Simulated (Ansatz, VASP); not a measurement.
**Two plane-wave programs on AlGa3N4**

```
Al Ga N
1.0
     4.46763    0.00000    0.00000
     0.00000    4.46763    0.00000
     0.00000    0.00000    4.35594
Al Ga N
1 3 4
Direct
  0.00000 0.00000 0.00000
  0.50000 0.50000 0.00000
  0.50000 0.00000 0.50000
  0.00000 0.50000 0.50000
  0.75503 0.75503 0.24497
  0.75503 0.24497 0.75503
  0.24497 0.75503 0.75503
  0.24497 0.24497 0.24497
```

Change from the starting cell: strain +0.000 along x and y, -0.025 along z, atoms carried along.

Alike in both runs: task single point; functional PBEsol; k mesh 6 × 6 × 6; occupations gaussian, width 0.05 eV; no spin polarisation.

|  | VASP | Ansatz |
| --- | --- | --- |
| version | VASP 6.6.1 | Ansatz 0.2.0 |
| potentials or method | VASP PAW PBE potentials, release 64 (Al, Ga_d, N), cutoff 520 eV | scalar-relativistic, plane waves, PAW |
| valence electrons in the cell | 62 | 62 |

|  | VASP | Ansatz | Ansatz less VASP |
| --- | --- | --- | --- |
| gap on the k mesh at the Fermi level (eV) | 2.41 | 2.39 | -0.020 |
| least direct gap on the mesh (eV) | 2.41 | 2.39 | -0.020 |
| pressure (GPa) | 4.9 | 5.1 | +0.17 |
| traceless stress, the component that is largest in VASP (GPa) | 1.94 | 1.93 | -0.011 |
| rms of the force components (eV/Å) | 0.012 | 0.012 | -0.0001 |

VASP's potentials were made for PBE, not for PBEsol. Atom by atom the forces differ by 0.005 eV/Å (rms over components).
